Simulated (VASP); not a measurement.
# Al7GaO12 (P1) in VASP: further runs

Al7GaO12 is run at these levels: PBEsol; tasks: single point.

Program: VASP 6.6.1. These are calculated values, not measurements. Logs are shortened: lines on timing, memory, paths and dates and some standing lists are left out, and cuts for length are marked.

**1. The cell of the first run**

The typed cell holds 120 atoms: a = 11.871 Å, b = 8.800 Å, c = 11.313 Å, α = 90.00°, β = 104.02°, γ = 90.00°.

**2. Single point, PBEsol**

The input, INCAR:

```
PREC = Accurate
ENCUT = 700
EDIFF = 1E-6
ISMEAR = -1
SIGMA = 0.05
LREAL = Auto
LASPH = True
NELM = 120
ALGO = Normal
ISIF = 2
LWAVE = False
LCHARG = False
GGA = PS
ISYM = -1
NBANDS = 384
GGA_COMPAT = False
KPAR = 1
```

The input, KPOINTS:

```
explicit points
1
Reciprocal
  0.25000000   0.25000000   0.25000000 1
```

The input, POSCAR:

```
Al7GaO12
1.0
   11.8710775233      0.0000000000     -0.0259579473
    0.0000000000      8.8004649573      0.0000000000
   -2.7174880727      0.0000000000     10.9817005910
Al Ga O
42 6 72
Direct
    0.4069800000      0.1636740000      0.1008780000
    0.4096930000      0.1679730000      0.6012080000
    0.4081310000      0.4986950000      0.6016240000
    0.4090870000      0.8343170000      0.1021480000
    0.1576990000      0.1662330000      0.1576360000
    0.1570380000      0.5001280000      0.1579480000
[... 112 lines left out ...]
    0.9950400000      0.8331790000      0.1286570000
    0.9975640000      0.8272200000      0.6296570000
```

Potentials or basis: VASP PAW PBE potentials, release 64 (Al, Ga_d, O).

Launch:

```sh
> cat potpaw_PBE.64/Al/POTCAR potpaw_PBE.64/Ga_d/POTCAR potpaw_PBE.64/O/POTCAR > POTCAR
> mpirun -np 4 vasp_std > vasp.out
```

OUTCAR:

```text
PREC = Accurate
   ENCUT = 700
   EDIFF = 1E-6
   ISMEAR = -1
   LREAL = Auto
   LASPH = True
   NELM = 120
   ISIF = 2
   GGA = PS
   ISYM = -1

 ion  position               nearest neighbor table
   1  0.407  0.164  0.101-  93 1.75  91 1.76  50 1.76  55 1.80   4 2.90  43 2.97   5 3.18  26 3.18
                            28 3.22  20 3.24  25 3.31  27 3.35
   2  0.410  0.168  0.601-  92 1.76  94 1.76  49 1.77  56 1.81   3 2.91  44 2.95  27 3.20  22 3.21
                            21 3.22  25 3.23  28 3.34
   3  0.408  0.499  0.602-  96 1.76  51 1.76  94 1.76  58 1.80   2 2.91  44 2.94   7 3.20  27 3.20
                            29 3.22  22 3.23  24 3.25  28 3.33  30 3.34
   4  0.409  0.834  0.102-  95 1.75  54 1.76  91 1.76  59 1.80   1 2.90  43 2.93  26 3.19   8 3.20
                            20 3.21  30 3.22  23 3.23  25 3.32  29 3.34
   5  0.158  0.166  0.158- 115 1.87  67 1.88  69 1.89  55 1.95  81 1.98  79 2.01   8 2.93   6 2.94
                            25 2.99  27 3.02   1 3.18  16 3.20  11 3.20  12 3.21  15 3.21  10 3.35
   6  0.157  0.500  0.158- 117 1.87  71 1.88  69 1.89  57 1.94  81 1.99  83 2.01   8 2.93   5 2.94
                            29 3.00  27 3.02  16 3.19  18 3.20  14 3.21  12 3.21  13 3.36
   7  0.158  0.502  0.661-  70 1.87  72 1.88 118 1.89  58 1.96  84 1.98  82 1.99   9 2.89  45 2.96
                            30 2.98  28 3.00   3 3.20  19 3.21  13 3.22  17 3.26  14 3.32  12 3.33
   8  0.158  0.833  0.158- 119 1.88  71 1.88  67 1.89  59 1.94  83 2.01  79 2.01   6 2.93   5 2.93
                            25 3.00  29 3.00   4 3.20  18 3.21  11 3.21  15 3.21  14 3.21  10 3.32
   9  0.158  0.831  0.660- 120 1.86  68 1.88  72 1.88  60 1.93  84 1.99  80 2.00   7 2.89  45 2.95
[... 55 lines left out ...]
  37  0.840  0.166  0.340-  61 1.87  73 1.87  75 1.89 109 1.93  87 2.00  85 2.01  41 2.94  39 2.95
                            20 2.99  48 3.00  31 3.19  17 3.23  10 3.25  15 3.34  16 3.35
  38  0.842  0.167  0.843-  76 1.88  74 1.88  62 1.88 110 1.95  86 1.99  88 2.02  40 2.93  42 2.94
                            21 3.00  22 3.01  32 3.20  16 3.20  15 3.21  11 3.21  12 3.21  17 3.36
  39  0.840  0.501  0.342-  63 1.86  75 1.88  77 1.88 111 1.93  89 2.01  87 2.02  41 2.91  37 2.95
                            23 2.99  48 3.02  33 3.19  17 3.20  19 3.20  13 3.24  18 3.35
  40  0.842  0.500  0.842-  64 1.88  78 1.88  76 1.88 112 1.94  88 2.01  90 2.02  38 2.93  42 2.93
                            24 2.99  22 3.00  34 3.20  12 3.21  14 3.21  16 3.21  18 3.21  17 3.33
  41  0.842  0.832  0.340-  73 1.87  65 1.88  77 1.88 113 1.95  89 1.99  85 2.00  39 2.91  37 2.94
                            23 2.97  20 2.99  35 3.20  10 3.22  13 3.22  19 3.23  18 3.32  15 3.33
  42  0.842  0.833  0.843-  78 1.87  66 1.88  74 1.88 114 1.95  86 1.99  90 2.02  40 2.93  38 2.94
                            24 3.00  21 3.00  36 3.19  18 3.20  15 3.21  11 3.21  14 3.21  19 3.36
  43  0.408  0.502  0.101-  52 1.81  93 1.82  95 1.83  57 1.86   4 2.93   1 2.97
  44  0.410  0.833  0.601-  53 1.82  96 1.83  92 1.83  60 1.87   3 2.94   2 2.95
  45  0.158  0.166  0.658- 116 1.91  70 1.93  68 1.94  56 2.00  80 2.06  82 2.07   9 2.95   7 2.96
                            28 3.01  26 3.01
  46  0.089  0.334  0.397-  70 1.82  63 1.83  61 1.83  81 1.86  13 2.94  10 2.96
  47  0.907  0.998  0.601-  73 1.82 116 1.83 120 1.83  86 1.86  19 2.93  17 2.97
  48  0.658  0.333  0.155-  93 1.91 105 1.93 103 1.93  87 2.00 109 2.08 111 2.09  20 2.94  23 2.96
                            37 3.00  39 3.02
  49  0.339  0.166  0.445-   2 1.77  27 1.88  25 1.89
  50  0.338  0.166  0.945-   1 1.76  26 1.88  28 1.89
  51  0.339  0.500  0.445-   3 1.76  27 1.88  29 1.88
  52  0.336  0.501  0.941-  43 1.81  30 1.86  28 1.87
  53  0.335  0.833  0.440-  44 1.82  29 1.87  25 1.87
  54  0.339  0.832  0.946-   4 1.76  26 1.88  30 1.88
  55  0.326  0.165  0.217-   1 1.80   5 1.95  25 1.99  27 2.02
  56  0.331  0.166  0.720-   2 1.81  28 1.99  45 2.00  26 2.01
  57  0.324  0.501  0.220-  43 1.86   6 1.94  29 1.97  27 1.99
  58  0.327  0.501  0.717-   3 1.80   7 1.96  30 2.00  28 2.01
  59  0.326  0.833  0.216-   4 1.80   8 1.94  25 2.01  29 2.02
  60  0.325  0.833  0.721-  44 1.87   9 1.93  30 1.97  26 1.99
  61  0.002  0.160  0.373-  10 1.76  46 1.83  37 1.87
  62  0.005  0.167  0.871-  11 1.77  12 1.77  38 1.88
  63  0.001  0.507  0.371-  13 1.76  46 1.83  39 1.86
  64  0.004  0.500  0.871-  12 1.77  14 1.77  40 1.88
  65  0.004  0.833  0.372-  10 1.76  13 1.76  41 1.88
[... 41 lines left out ...]
 107  0.662  0.834  0.054-  36 1.76  20 1.87  23 1.88
 108  0.661  0.833  0.555-  35 1.77  21 1.88  24 1.88
 109  0.674  0.161  0.284-  31 1.81  37 1.93  20 2.00  48 2.08
 110  0.673  0.168  0.783-  32 1.80  38 1.95  22 2.00  21 2.02
 111  0.674  0.505  0.285-  33 1.81  39 1.93  23 2.00  48 2.09
 112  0.674  0.500  0.783-  34 1.80  40 1.94  22 2.01  24 2.01
[... 39 lines left out ...]
   NGXF,Y,Z  is equivalent  to a cutoff of  30.25, 30.22, 28.80 a.u.
 SYSTEM =  unknown system
   PREC   = accura    normal or accurate (medium, high low for compatibility)
   ISTART =      0    job   : 0-new  1-cont  2-samecut
   ICHARG =      2    charge: 1-file 2-atom 10-const
   ISPIN  =      1    spin polarized calculation?
   LNONCOLLINEAR =      F non collinear calculations
   LSORBIT =      F    spin-orbit coupling
   LASPH  =      T    aspherical Exc in radial PAW
   ENCUT  =  700.0 eV  51.45 Ry    7.17 a.u.  25.61 18.99 24.41*2*pi/ulx,y,z
   NELM   =    120;   NELMIN=  2; NELMDL= -5     # of ELM steps
   EDIFF  = 0.1E-05   stopping-criterion for ELM
   LREAL  =      T    real-space projection
   EDIFFG = 0.1E-04   stopping-criterion for IOM
   NSW    =      0    number of steps for IOM
   IBRION =     -1    ionic relax: 0-MD 1-quasi-New 2-CG
   NFREE  =      0    steps in history (QN), initial steepest desc. (CG)
   ISIF   =      2    stress and relaxation
   ISYM   =     -1    0-nonsym 1-usesym 2-fastsym
   POTIM  = 0.5000    time-step for ionic-motion
   TEBEG  =    0.0;   TEEND  =   0.0 temperature during run
   PSTRESS=    0.0 pullay stress
   NELECT =     636.0000    total number of electrons
   NUPDOWN=      -1.0000    fix difference up-down
   EMIN   =  10.00;   EMAX   =-10.00  energy-range for DOS
   EFERMI =   0.00;   METHOD = LEGACY
   ISMEAR =    -1;   SIGMA  =   0.05  broadening in eV -4-tet -1-fermi 0-gaus
   EFERMI_NEDOS =   21; number of points for ismear=-14 and -15
   IALGO  =     38    algorithm
   IMIX   =      4    mixing-type and parameters
     AMIX     =   0.40;   BMIX     =  1.00
     AMIX_MAG =   1.60;   BMIX_MAG =  1.00
  volume/ion in A,a.u.               =       9.56        64.48
  Fermi-wavevector in a.u.,A,eV,Ry     =   1.345087  2.541846 24.616471  1.809260
  Thomas-Fermi vector in A             =   2.473028
   LORBIT       =      0    0 simple, 1 ext, 2 COOP (PROOUT), +10 PAW based schemes
   GGA     = PS    functional components
   LHFCALC =     F    Hartree Fock is set to
   AEXX    =    0.0000 exact exchange contribution
   IVDW    =     0    specifies the selected vdW correction
   LEPSILON=     F    determine dielectric tensor
   LRPA    =     F    only Hartree local field effects (RPA)
 non-spin polarized calculation
  energy-cutoff  :      700.00
  volume of cell :     1146.65
 maximum number of plane-waves:     48230
 NGX is ok and might be reduce to   108
   NGX = 51   NGY = 37   NGZ = 49

 number of electron     636.0000023 magnetization

 Free energy of the ion-electron system (eV)
  ---------------------------------------------------
  ext. energy  EPLUGINS =         0.00000000
  ---------------------------------------------------
  free energy    TOTEN  =      -918.12020319 eV

  energy without entropy =     -918.12020319  energy(sigma->0) =     -918.12020319

 E-fermi :   6.3069     XC(G=0): -11.4214

 val. band max:        5.0324011483   @ k =   0.2500   0.2500   0.2500
 cond. band min:       9.8681735202   @ k =   0.2500   0.2500   0.2500
 fundamental gap:      4.8357723719
 Fermi energy:         6.3068867854

 k-point     1 :       0.2500    0.2500    0.2500
  band No.  band energies     occupation
      1     -13.8883      2.00000
      2     -13.7369      2.00000
      3     -13.7061      2.00000
      4     -13.5020      2.00000
      5     -13.4499      2.00000
      6     -13.3242      2.00000
[... 322 lines left out ...]
    329      11.9709      0.00000
    330      12.0366      0.00000
 [bands above 330 left out]

------------------------ aborting loop because EDIFF is reached ----------------------------------------

  FORCE on cell =-STRESS in cart. coord.  units (eV):
  Direction    XX          YY          ZZ          XY          YZ          ZX
  --------------------------------------------------------------------------------------
  -------------------------------------------------------------------------------------
  Total       -1.4991378     -0.3331409     -0.6951855     -0.0180680      0.1002503     -0.2066330
  in kB       -2.0947000     -0.4654877     -0.9713617     -0.0252458      0.1400767     -0.2887221
  external PRESSURE =      -1.1771832 kB  Pullay stress =       0.0000000 kB

 VOLUME and BASIS-vectors are now :
 -----------------------------------------------------------------------------
  energy-cutoff  :      700.00
  volume of cell :     1146.65
      direct lattice vectors                 reciprocal lattice vectors
    11.871077523  0.000000000 -0.025957947     0.084283958  0.000000000  0.020856574
     0.000000000  8.800464957  0.000000000     0.000000000  0.113630360  0.000000000
    -2.717488073  0.000000000 10.981700591     0.000199226  0.000000000  0.091109877

 POSITION                                       TOTAL-FORCE (eV/Angst)
 -----------------------------------------------------------------------------------
      4.55716      1.44041      1.09725        -0.014332      0.000939      0.015670
      3.22972      1.47824      6.59165        -0.017347     -0.000903      0.012090
      3.21005      4.38875      6.59626        -0.015141     -0.001745      0.016234
      4.57872      7.34238      1.11114        -0.015962      0.002141      0.014797
      1.44368      1.46293      1.72702         0.000471     -0.001431      0.010985
      1.43499      4.40136      1.73046        -0.001932      0.000450      0.010425
[... 112 lines left out ...]
     11.46257      7.33236      1.38704         0.028550      0.001197      0.004771
     10.13107      7.27992      6.88881         0.022395      0.016414      0.002738
 -----------------------------------------------------------------------------------
    total drift:                               -0.012144      0.010804     -0.022057

  FREE ENERGIE OF THE ION-ELECTRON SYSTEM (eV)
  ---------------------------------------------------
  free  energy   TOTEN  =      -918.1202031891 eV

  energy  without entropy=     -918.1202031891  energy(sigma->0) =     -918.12020319
```

Wall time 6.3 min (4 MPI ranks of Intel Xeon 6975P-C (Granite Rapids), shared host); peak memory 0.64 GiB.

What came out:

| Item | Value |
| --- | --- |
| Free energy | -918.1202 eV |
| Pressure | -0.1 GPa |
| Largest force | 0.032 eV/Å |
| Band gap on the k mesh | 4.84 eV |

Forces in eV/Å, atoms in the order of the input:
```
Al  -0.014  0.001  0.016
Al  -0.017 -0.001  0.012
Al  -0.015 -0.002  0.016
Al  -0.016  0.002  0.015
Al   0.000 -0.001  0.011
Al  -0.002  0.000  0.010
Al  -0.003  0.001  0.011
Al  -0.001 -0.003  0.010
Al   0.002  0.003  0.008
Al   0.021  0.003 -0.008
Al   0.014  0.002 -0.015
Al   0.013  0.000 -0.015
Al   0.018 -0.001 -0.012
Al   0.016  0.000 -0.013
Al  -0.013  0.000  0.012
Al  -0.016 -0.002  0.013
Al  -0.018  0.000  0.014
Al  -0.015 -0.002  0.014
Al  -0.022 -0.002  0.013
Al  -0.001  0.001  0.009
Al   0.000  0.000  0.007
Al   0.000  0.000  0.011
Al   0.000 -0.004  0.011
Al   0.000  0.001  0.011
Al   0.002  0.004 -0.008
Al   0.002  0.001 -0.011
Al   0.002 -0.002 -0.010
Al   0.002 -0.003 -0.008
Al   0.002 -0.002 -0.009
Al   0.000  0.004 -0.011
Al   0.014  0.000 -0.012
Al   0.012  0.001 -0.015
Al   0.013  0.001 -0.017
Al   0.013 -0.004 -0.014
Al   0.015  0.001 -0.012
Al   0.012 -0.002 -0.012
Al   0.003  0.002 -0.009
Al  -0.001  0.002 -0.011
Al   0.000 -0.001 -0.012
Al  -0.001 -0.001 -0.009
Al  -0.001 -0.001 -0.011
Al   0.000 -0.002 -0.010
Ga   0.003 -0.001 -0.006
Ga   0.006  0.002 -0.006
Ga  -0.020 -0.003 -0.013
Ga  -0.003 -0.002  0.000
Ga   0.004  0.006 -0.001
Ga  -0.016  0.000 -0.011
O   -0.001 -0.002 -0.017
O   -0.003  0.001 -0.018
O    0.002  0.002 -0.017
O    0.000  0.000  0.009
O    0.003  0.005  0.004
O   -0.004  0.002 -0.020
O   -0.010 -0.003  0.010
O    0.016 -0.002  0.018
O   -0.005  0.000  0.007
O   -0.014  0.000  0.007
O   -0.011  0.003  0.010
O   -0.008  0.006  0.007
O   -0.019  0.018 -0.003
O   -0.027 -0.001 -0.004
O   -0.020 -0.020 -0.001
O   -0.029 -0.001 -0.006
O   -0.032 -0.003 -0.006
O   -0.030 -0.002 -0.005
O    0.001  0.001  0.016
O    0.005 -0.016  0.005
O    0.001  0.001  0.019
O    0.001  0.013 -0.018
O    0.001 -0.001  0.016
O    0.002 -0.001  0.013
O    0.003  0.005  0.011
O    0.001  0.000 -0.017
O   -0.004 -0.001 -0.018
O   -0.001  0.003 -0.017
O   -0.004 -0.001 -0.016
O    0.001 -0.002 -0.017
O    0.009 -0.001 -0.007
O    0.009 -0.017  0.008
O    0.006  0.003 -0.007
O    0.006  0.016  0.005
O    0.008 -0.004 -0.007
O    0.007 -0.002 -0.008
O   -0.009  0.001  0.010
O   -0.002  0.002  0.007
O    0.015  0.001  0.020
O   -0.007  0.003  0.009
O   -0.008 -0.003  0.011
O   -0.008 -0.003  0.009
O    0.029  0.000  0.008
O    0.017 -0.020  0.003
O    0.001  0.023  0.001
O    0.030  0.003  0.007
O    0.017 -0.018  0.005
O    0.021  0.019  0.003
O   -0.028 -0.002 -0.007
O   -0.030 -0.002 -0.008
O   -0.026  0.001 -0.004
O   -0.028  0.001 -0.007
O   -0.030  0.001 -0.006
O   -0.029  0.002 -0.005
O    0.005 -0.017  0.005
O    0.003 -0.001  0.017
O    0.011  0.017  0.008
O    0.004  0.000  0.016
O    0.002  0.000  0.019
O    0.005  0.000  0.014
O    0.006 -0.019  0.008
O    0.011 -0.001 -0.012
O    0.008  0.019  0.011
O    0.012 -0.001 -0.010
O    0.009  0.002 -0.007
O    0.010  0.002 -0.010
O    0.029 -0.003  0.004
O    0.001 -0.019 -0.001
O    0.028  0.002  0.006
O    0.031  0.000  0.005
O    0.029  0.001  0.005
O    0.022  0.016  0.003
```

Stress tensor (GPa, compression positive):
```
-0.21  0.00 -0.03
 0.00 -0.05  0.01
-0.03  0.01 -0.10
```

Levels at points of the mesh, in eV from the valence-band top:
```csv
k point,band 316,band 317,band 318,band 319,band 320,band 321
"(0.25, 0.25, 0.25)",-0.18,-0.16,0.00,4.84,5.42,5.67
```

Caveat: the PAW data sets were made with another functional, which shifts forces and pressure a little; a shifted mesh leaves out Γ, where band edges can lie. A k mesh can miss the band edges.

**3. Single point, PBEsol**

The input, INCAR:

```
SYSTEM = Al7GaO12
PREC = Accurate
ENCUT = 700
EDIFF = 1E-6
ISMEAR = -1
SIGMA = 0.05
LREAL = Auto
LASPH = .TRUE.
NELM = 120
ALGO = Normal
ISIF = 2
LWAVE = .FALSE.
LCHARG = .FALSE.
GGA = PS
ISYM = -1
NBANDS = 384
GGA_COMPAT = .FALSE.
KPAR = 1
```

KPOINTS is that of step 2.

The input, POSCAR:

```
Al7GaO12
1.0
   11.8683120000      0.0000000000     -0.0262040000
    0.0000000000      8.8035790000      0.0000000000
   -2.7170840000      0.0000000000     10.9810680000
Al Ga O
42 6 72
Direct
    0.4106820000      0.1693660000      0.1019350000
    0.4076290000      0.1634520000      0.6011350000
    0.4077050000      0.5012890000      0.6015990000
    0.4083450000      0.8324420000      0.1015570000
    0.1585220000      0.1658830000      0.1562270000
    0.1597600000      0.5009420000      0.1551440000
[... 112 lines left out ...]
    0.9925410000      0.8340760000      0.1277620000
    0.9967500000      0.8351210000      0.6288850000
```

Potentials or basis: VASP PAW PBE potentials, release 64 (Al, Ga_d, O).

Launch:

```sh
> cat potpaw_PBE.64/Al/POTCAR potpaw_PBE.64/Ga_d/POTCAR potpaw_PBE.64/O/POTCAR > POTCAR
> mpirun -np 4 vasp_std > vasp.out
```

It took 6.7 min on 4 MPI ranks of Intel Xeon 6975P-C (Granite Rapids), shared host; peak memory 0.63 GiB.

The run converged. Its results:

- Free energy: -915.8802 eV
- Pressure: 0.7 GPa
- Largest force: 3.646 eV/Å
- Band gap on the k mesh: 4.92 eV

Forces in eV/Å, atoms in the order of the input:
```
Al   0.084 -0.180  0.233
Al   0.376  0.570  0.101
Al   0.527 -0.484 -0.156
Al   0.072  1.208 -0.049
Al  -0.089  0.205  0.711
Al  -0.776 -0.263  0.920
Al  -0.707  0.219  0.086
Al  -0.474  0.296  0.196
Al  -0.609  0.361 -0.158
Al  -0.368 -0.820  0.512
Al  -0.769 -0.666 -0.243
Al  -0.101  0.770 -1.077
Al   0.691 -0.425 -0.294
Al   0.306 -0.505 -0.580
Al   0.193  0.125  0.027
Al   0.135 -0.386  0.790
Al   0.059  0.914  0.164
Al  -0.104 -0.063 -0.328
Al  -0.075  0.319  0.628
Al  -0.063 -0.262  0.254
Al  -0.011 -0.700  0.182
Al  -0.687  0.841 -0.074
Al   0.016  0.850 -0.151
Al   0.816 -0.216  0.400
Al  -0.138  0.483 -0.090
Al  -0.181 -0.615 -0.038
Al  -0.653  0.267  0.025
Al   0.068 -0.044 -0.133
Al  -0.077 -0.793 -0.155
Al  -0.239  0.605 -0.205
Al  -0.376  0.177 -0.661
Al   0.397 -0.856  0.345
Al   0.023  0.105 -0.209
Al   0.487  0.322 -0.864
Al   0.313  0.207 -0.007
Al   0.905  1.004  0.412
Al   0.296  0.635 -0.120
Al  -0.047  0.089  0.404
Al   0.301  0.187  0.262
Al  -0.607  0.289  0.196
Al  -0.159 -0.604 -0.085
Al   0.403  0.592  0.327
Ga  -0.528 -1.579 -0.025
Ga  -0.643 -0.742 -1.161
Ga   0.198 -0.375 -0.259
Ga   1.327 -1.030 -0.837
Ga   0.030 -0.054  0.512
Ga   0.359 -0.530 -0.384
O    0.172 -0.552 -0.386
O    0.311  0.667  0.052
O   -0.116  0.318  0.070
O   -0.206 -0.331 -0.696
O   -0.060  0.401  0.086
O    0.123 -0.275  0.092
O   -0.063 -0.282 -0.326
O    0.403 -0.120  0.614
O   -0.441 -0.107  0.219
O   -0.277  0.501 -0.061
O    0.253  0.203 -0.289
O   -1.072 -0.034  0.936
O   -1.233 -1.134 -0.217
O   -0.236  0.275 -0.161
O   -2.063  2.967 -0.481
O    0.781 -0.870  0.226
O   -0.070  0.883 -0.047
O   -0.236  1.071  0.072
O    0.260 -0.614  0.533
O    0.148 -0.848  0.067
O   -0.007  0.197  0.005
O    0.981  0.918  1.744
O    0.419  0.248  0.152
O    0.063 -0.270 -0.098
O   -0.476  0.106 -1.771
O    0.110 -0.254 -0.089
O   -0.274 -0.549 -0.213
O    0.147 -0.738 -0.179
O    0.442 -0.055 -0.449
O    0.026 -0.264  0.192
O    0.629  0.213 -0.467
O    0.958 -0.397 -0.137
O    1.139 -0.371 -0.990
O   -0.514  0.442  1.254
O   -0.449  0.087  0.310
O    0.384 -0.043 -0.015
O   -0.074 -0.376 -0.012
O   -1.299  0.453  0.394
O    1.828  0.115 -0.215
O    0.700  0.113 -0.190
O   -0.033 -0.311  0.035
O    0.676 -0.145 -0.305
O   -0.541 -0.258 -0.059
O    1.202  2.085  0.335
O   -1.526 -0.945 -0.204
O    0.348 -0.030  0.033
O    1.788  1.364  0.452
O    0.582 -1.487  0.182
O   -0.194  0.371  0.000
O    0.035  0.267 -0.050
O    1.077 -0.916  0.373
O   -0.080 -0.143  0.048
O    0.230 -0.204  0.189
O   -1.008 -0.828 -0.117
O    0.161 -0.479 -1.277
O   -0.039  0.130 -0.304
O    0.304  0.920  0.183
O   -0.407 -0.492  0.041
O   -0.377 -0.182 -0.219
O   -0.262  0.299  0.024
O   -0.784 -0.577  1.190
O   -0.270  0.200  0.048
O   -0.447  1.023  1.009
O   -0.673 -0.280  0.030
O   -0.244 -0.030 -0.372
O   -0.894  0.324 -0.006
O   -0.856  0.698 -0.412
O   -0.276  0.766  0.157
O    0.280 -0.251 -0.063
O    0.020 -0.136 -0.009
O    0.497  0.083  0.119
O    0.699 -1.981  0.078
```

Stress tensor (GPa, compression positive):
```
 0.25 -0.03  0.24
-0.03  0.93 -0.14
 0.24 -0.14  1.05
```

Levels at points of the mesh, in eV from the valence-band top:
| k point | band 315 | band 316 | band 317 | band 318 | band 319 | band 320 | band 321 | band 322 |
| --- | --- | --- | --- | --- | --- | --- | --- | --- |
| (0.25, 0.25, 0.25) | -0.19 | -0.17 | -0.12 | 0.00 | 4.92 | 5.58 | 5.78 | 6.26 |

Caveat: the PAW data sets were made with another functional, which shifts forces and pressure a little; a shifted mesh leaves out Γ, where band edges can lie.
